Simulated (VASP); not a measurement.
# Sn (I4/mmm) in VASP: single point with r2SCAN

Aim: the single point of Sn with r2SCAN.

Everything below comes from runs of VASP 6.6.1. Logs are shortened: lines on timing, memory, paths and dates and some standing lists are left out, and cuts for length are marked.

**1. The cell of the first run**

Symmetry: I4/mmm, No. 139, tetragonal system. The conventional cell has a = 3.224 Å, b = 3.224 Å, c = 4.946 Å, α = 90.00°, β = 90.00°, γ = 90.00°. Sn (site symmetry 4/mmm) has 12 Sn at 3.22 to 3.36 Å within 4.2 Å.

**2. Single point, r2SCAN**

POSCAR

```
Sn
1.0
    0.0000000000      3.2242470000      0.0000000000
    3.2242470000      0.0000000000      0.0000000000
    1.6121230000      1.6121230000     -2.4730930000
Sn
1
Direct
    0.0000000000      0.0000000000      0.0000000000
```

INCAR.step1

```
SYSTEM = Sn
ALGO = Normal ; EDIFF = 1E-4
ENCUT = 520 ; GGA = PE
ISMEAR = -1 ; LASPH = .True.
LCHARG = .False. ; LREAL = .False.
LWAVE = .True. ; NBANDS = 13
NELM = 100 ; PREC = Accurate
SIGMA = 0.0116
```

INCAR.step2

```
SYSTEM = Sn
ALGO = Normal ; EDIFF = 1E-7
ENCUT = 520 ; ISIF = 2
ISMEAR = -1 ; ISTART = 1
LASPH = .True. ; LCHARG = .False.
LMIXTAU = .True. ; LREAL = .False.
LWAVE = .False. ; METAGGA = R2SCAN
NBANDS = 13 ; NELM = 100
PREC = Accurate ; SIGMA = 0.0116
```

KPOINTS

```
k-points
0
Gamma
  7 7 7
  0 0 0
```

Potentials or basis: VASP PAW PBE potentials, release 64 (Sn_d).

On the command line:

```
$ cat potpaw_PBE.64/Sn_d/POTCAR > POTCAR
$ cp INCAR.step1 INCAR
$ mpirun -np 1 vasp_std > vasp.out
$ cp INCAR.step2 INCAR
$ mpirun -np 1 vasp_std > vasp.out
```

OUTCAR:

```text
SYSTEM = Sn
   EDIFF = 1E-7
   ENCUT = 520
   ISIF = 2
   ISMEAR = -1
   ISTART = 1
   LASPH = .True.
   LREAL = .False.
   METAGGA = R2SCAN
   NELM = 100
   PREC = Accurate

 ion  position               nearest neighbor table
   1  0.000  0.000  0.000-

  LATTYP: Found a body centered tetragonal cell.
 ALAT       =     3.2242470000
 C/A-ratio  =     1.5340592703

  Lattice vectors:

 A1 = (  -1.6121230000,   1.6121240000,   2.4730930000)
 A2 = (   1.6121240000,  -1.6121230000,   2.4730930000)
 A3 = (   1.6121230000,   1.6121230000,  -2.4730930000)

Analysis of symmetry for initial positions (statically):
=====================================================================
 Subroutine PRICEL returns:
 Original cell was already a primitive cell.

 Routine SETGRP: Setting up the symmetry group for a
 body centered tetragonal supercell.

 Subroutine GETGRP returns: Found 16 space group operations
 (whereof 16 operations were pure point group operations)
 out of a pool of 16 trial point group operations.

The static configuration has the point symmetry D_4h.

Analysis of symmetry for dynamics (positions and initial velocities):
=====================================================================
 Subroutine PRICEL returns:
 Original cell was already a primitive cell.

 Routine SETGRP: Setting up the symmetry group for a
 body centered tetragonal supercell.

 Subroutine GETGRP returns: Found 16 space group operations
 (whereof 16 operations were pure point group operations)
 out of a pool of 16 trial point group operations.

The dynamic configuration has the point symmetry D_4h.

 Subroutine INISYM returns: Found 16 space group operations
 (whereof 16 operations are pure point group operations),
 and found     1 'primitive' translations

----------------------------------------------------------------------------------------

                                     Primitive cell

  volume of cell :      25.7097

  direct lattice vectors                    reciprocal lattice vectors
     0.000000000  3.224247000  0.000000000     0.000000000  0.310149936  0.202175917
     3.224247000  0.000000000  0.000000000     0.310149936  0.000000000  0.202175917
     1.612123000  1.612123000 -2.473093000     0.000000000  0.000000000 -0.404351959

  length of vectors
     3.224247000  3.224247000  3.363639416     0.370227071  0.370227071  0.404351959

  position of ions in fractional coordinates (direct lattice)
     0.000000000  0.000000000  0.000000000

  ion indices of the primitive-cell ions
   primitive index   ion index
                 1           1

----------------------------------------------------------------------------------------

 KPOINTS: k-points

Automatic generation of k-mesh.
 Grid dimensions read from file:
 generate k-points for:    7    7    7

 Generating k-lattice:

  Cartesian coordinates                     Fractional coordinates (reciprocal lattice)
     0.000000000  0.044307134  0.028882274     0.142857143  0.000000000  0.000000000
     0.044307134  0.000000000  0.028882274     0.000000000  0.142857143  0.000000000
     0.000000000  0.000000000 -0.057764566     0.000000000  0.000000000  0.142857143

  Length of vectors
     0.052889582  0.052889582  0.057764566

  Shift w.r.t. Gamma in fractional coordinates (k-lattice)
     0.000000000  0.000000000  0.000000000

 Subroutine IBZKPT returns following result:
 ===========================================

 Found     40 irreducible k-points:

 Following reciprocal coordinates:
            Coordinates               Weight
  0.000000  0.000000  0.000000      1.000000
  0.142857  0.000000  0.000000      8.000000
  0.285714  0.000000  0.000000      8.000000
  0.428571  0.000000  0.000000      8.000000
  0.142857  0.142857  0.000000      8.000000
  0.285714  0.142857  0.000000     16.000000
[... 16 lines left out ...]
  0.285714  0.285714  0.142857      8.000000
  0.428571  0.285714  0.142857     16.000000
 [... further k-points ...]
   k-points           NKPTS =     40   k-points in BZ     NKDIM =     40   number of bands    NBANDS=     13
   number of dos      NEDOS =    301   number of ions     NIONS =      1
   total plane-waves  NPLWV =  16128
   dimension x,y,z NGX =    24 NGY =   24 NGZ =   28
   dimension x,y,z NGXF=    48 NGYF=   48 NGZF=   56
   ions per type =               1
   NGX,Y,Z   is equivalent  to a cutoff of  12.37, 12.37, 13.84 a.u.
   NGXF,Y,Z  is equivalent  to a cutoff of  24.75, 24.75, 27.68 a.u.
 SYSTEM =  Sn
   PREC   = accura    normal or accurate (medium, high low for compatibility)
   ISTART =      1    job   : 0-new  1-cont  2-samecut
   ICHARG =      0    charge: 1-file 2-atom 10-const
   ISPIN  =      1    spin polarized calculation?
   LNONCOLLINEAR =      F non collinear calculations
   LSORBIT =      F    spin-orbit coupling
   LASPH  =      T    aspherical Exc in radial PAW
   ENCUT  =  520.0 eV  38.22 Ry    6.18 a.u.   5.99  5.99  6.25*2*pi/ulx,y,z
   NELM   =    100;   NELMIN=  2; NELMDL=  0     # of ELM steps
   EDIFF  = 0.1E-06   stopping-criterion for ELM
   LREAL  =      F    real-space projection
   EDIFFG = 0.1E-05   stopping-criterion for IOM
   NSW    =      0    number of steps for IOM
   IBRION =     -1    ionic relax: 0-MD 1-quasi-New 2-CG
   NFREE  =      0    steps in history (QN), initial steepest desc. (CG)
   ISIF   =      2    stress and relaxation
   ISYM   =      2    0-nonsym 1-usesym 2-fastsym
   POTIM  = 0.5000    time-step for ionic-motion
   TEBEG  =    0.0;   TEEND  =   0.0 temperature during run
   PSTRESS=    0.0 pullay stress
   NELECT =      14.0000    total number of electrons
   NUPDOWN=      -1.0000    fix difference up-down
   EMIN   =  10.00;   EMAX   =-10.00  energy-range for DOS
   EFERMI =   0.00;   METHOD = LEGACY
   ISMEAR =    -1;   SIGMA  =   0.01  broadening in eV -4-tet -1-fermi 0-gaus
   EFERMI_NEDOS =   21; number of points for ismear=-14 and -15
   IALGO  =     38    algorithm
   IMIX   =      4    mixing-type and parameters
     AMIX     =   0.40;   BMIX     =  1.00
     AMIX_MAG =   1.60;   BMIX_MAG =  1.00
  volume/ion in A,a.u.               =      25.71       173.50
  Fermi-wavevector in a.u.,A,eV,Ry     =   1.336858  2.526295 24.316173  1.787188
  Thomas-Fermi vector in A             =   2.465452
   LORBIT       =      0    0 simple, 1 ext, 2 COOP (PROOUT), +10 PAW based schemes
   METAGGA = R2SCAN    functional components
   LHFCALC =     F    Hartree Fock is set to
   AEXX    =    0.0000 exact exchange contribution
   IVDW    =     0    specifies the selected vdW correction
   LEPSILON=     F    determine dielectric tensor
   LRPA    =     F    only Hartree local field effects (RPA)
 non-spin polarized calculation
  energy-cutoff  :      520.00
  volume of cell :       25.71
 maximum number of plane-waves:       713
   NGX = 11   NGY = 11   NGZ = 13

 number of electron      14.0000003 magnetization

 Free energy of the ion-electron system (eV)
  ---------------------------------------------------
  ext. energy  EPLUGINS =         0.00000000
  ---------------------------------------------------
  free energy    TOTEN  =       -24.47408013 eV

  energy without entropy =      -24.47325018  energy(sigma->0) =      -24.47366515

 E-fermi :   8.8067     XC(G=0): -11.5746

 val. band max:        8.7893429865   @ k =   0.4286   0.2857   0.0000
 cond. band min:       8.8350052368   @ k =  -0.1429   0.4286   0.1429
 fundamental gap:      0.0456622503
 Fermi energy:         8.8067423117

 k-point     1 :       0.0000    0.0000    0.0000
  band No.  band energies     occupation
      1     -13.5745      2.00000
      2     -13.4976      2.00000
      3     -13.4976      2.00000
      4     -13.4644      2.00000
      5     -13.3864      2.00000
      6      -3.3782      2.00000
      7      17.4401      0.00000
      8      17.4401      0.00000
      9      17.5439      0.00000
     10      20.1662      0.00000
     11      21.2831      0.00000
     12      21.7593      0.00000
     13      21.7593      0.00000

 k-point     2 :       0.1429    0.0000    0.0000
  band No.  band energies     occupation
      1     -13.5553      2.00000
      2     -13.5001      2.00000
      3     -13.4808      2.00000
      4     -13.4525      2.00000
      5     -13.3916      2.00000
      6      -2.9096      2.00000
      7      13.7168      0.00000
      8      16.5665      0.00000
      9      17.0115      0.00000
     10      19.4312      0.00000
     11      21.5658      0.00000
     12      22.8192      0.00000
     13      23.1255      0.00000

 k-point     3 :       0.2857    0.0000    0.0000
  band No.  band energies     occupation
      1     -13.5392      2.00000
      2     -13.5184      2.00000
      3     -13.4690      2.00000
      4     -13.3875      2.00000
      5     -13.3771      2.00000
      6      -1.4989      2.00000
      7       8.7800      1.81887
      8      15.2187      0.00000
      9      16.4263      0.00000
     10      19.2049      0.00000
     11      20.0655      0.00000
     12      22.5150      0.00000
     13      22.8233      0.00000

 k-point     4 :       0.4286    0.0000    0.0000
  band No.  band energies     occupation
      1     -13.5452      2.00000
      2     -13.5301      2.00000
      3     -13.4820      2.00000
      4     -13.3426      2.00000
      5     -13.3210      2.00000
      6       0.7658      2.00000
      7       4.6610      2.00000
      8      14.4195      0.00000
      9      16.1465      0.00000
     10      18.8377      0.00000
     11      19.8051      0.00000
     12      21.2192      0.00000
     13      21.3266      0.00000

 k-point     5 :       0.1429    0.1429    0.0000
  band No.  band energies     occupation
      1     -13.5396      2.00000
      2     -13.4865      2.00000
      3     -13.4766      2.00000
      4     -13.4448      2.00000
      5     -13.3792      2.00000
      6      -2.1597      2.00000
      7      12.3464      0.00000
      8      12.7569      0.00000
      9      16.6928      0.00000
     10      20.4008      0.00000
     11      20.4374      0.00000
     12      22.2778      0.00000
     13      22.4570      0.00000
[... 257 lines left out ...]
 k-point    22 :      -0.1429    0.0000    0.1429
  band No.  band energies     occupation
      1     -13.5846      2.00000
      2     -13.5000      2.00000
      3     -13.4370      2.00000
      4     -13.4249      2.00000
      5     -13.3598      2.00000
      6      -1.7879      2.00000
      7      10.9258      0.00000
      8      13.8075      0.00000
      9      14.5741      0.00000
     10      17.8039      0.00000
     11      20.3792      0.00000
     12      23.6874      0.00000
     13      25.9490      0.00000

 k-point    23 :       0.2857    0.2857    0.1429
  band No.  band energies     occupation
      1     -13.5355      2.00000
      2     -13.4833      2.00000
      3     -13.4544      2.00000
      4     -13.3897      2.00000
      5     -13.3591      2.00000
      6      -0.1884      2.00000
      7       9.7388      0.00000
      8      10.0794      0.00000
      9      13.8567      0.00000
     10      18.3425      0.00000
     11      18.5688      0.00000
     12      21.1093      0.00000
     13      27.6086      0.00000

 k-point    24 :       0.4286    0.2857    0.1429
  band No.  band energies     occupation
      1     -13.5162      2.00000
      2     -13.5032      2.00000
      3     -13.4404      2.00000
      4     -13.3930      2.00000
      5     -13.3164      2.00000
      6       2.0270      2.00000
      7       5.9366      2.00000
      8      10.0386      0.00000
      9      12.1057      0.00000
     10      17.7470      0.00000
     11      19.6640      0.00000
     12      22.6829      0.00000
     13      27.1342      0.00000

 [... further k-points ...]

------------------------ aborting loop because EDIFF is reached ----------------------------------------

  FORCE on cell =-STRESS in cart. coord.  units (eV):
  Direction    XX          YY          ZZ          XY          YZ          ZX
  --------------------------------------------------------------------------------------
  -------------------------------------------------------------------------------------
  Total        0.6649309      0.6649309      0.3674312      0.0000000      0.0000001      0.0000001
  in kB       41.4371654     41.4371654     22.8975766      0.0000000      0.0000046      0.0000046
  external PRESSURE =      35.2573024 kB  Pullay stress =       0.0000000 kB

 VOLUME and BASIS-vectors are now :
 -----------------------------------------------------------------------------
  energy-cutoff  :      520.00
  volume of cell :       25.71
      direct lattice vectors                 reciprocal lattice vectors
     0.000000000  3.224247000  0.000000000     0.000000000  0.310149936  0.202175917
     3.224247000  0.000000000  0.000000000     0.310149936  0.000000000  0.202175917
     1.612123000  1.612123000 -2.473093000     0.000000000  0.000000000 -0.404351959

 POSITION                                       TOTAL-FORCE (eV/Angst)
 -----------------------------------------------------------------------------------
      0.00000      0.00000      0.00000         0.000000      0.000000      0.000000
 -----------------------------------------------------------------------------------
    total drift:                               -0.000000      0.000000      0.000000

  FREE ENERGIE OF THE ION-ELECTRON SYSTEM (eV)
  ---------------------------------------------------
  free  energy   TOTEN  =       -24.4740801343 eV

  energy  without entropy=      -24.4732501753  energy(sigma->0) =      -24.47366515
```

Wall time 38 s (1 thread of Intel Xeon Platinum 8488C (Sapphire Rapids), shared host); peak memory 0.15 GiB.

Results:

```
Free energy            : -24.4741 eV
Pressure               : 3.5 GPa
Band gap on the k mesh : zero (bands 7 and 8 overlap by 10.82 eV)
```

Stress tensor (GPa, compression positive):
```
4.14 0.00 0.00
0.00 4.14 0.00
0.00 0.00 2.29
```

Caveat: the cell stands under pressure; the PAW data sets were made with another functional, which shifts forces and pressure a little; spin-orbit coupling is left out, which moves the levels of the heavy elements.

The gap in the log of VASP goes by the Fermi energy; the results here count the filled bands.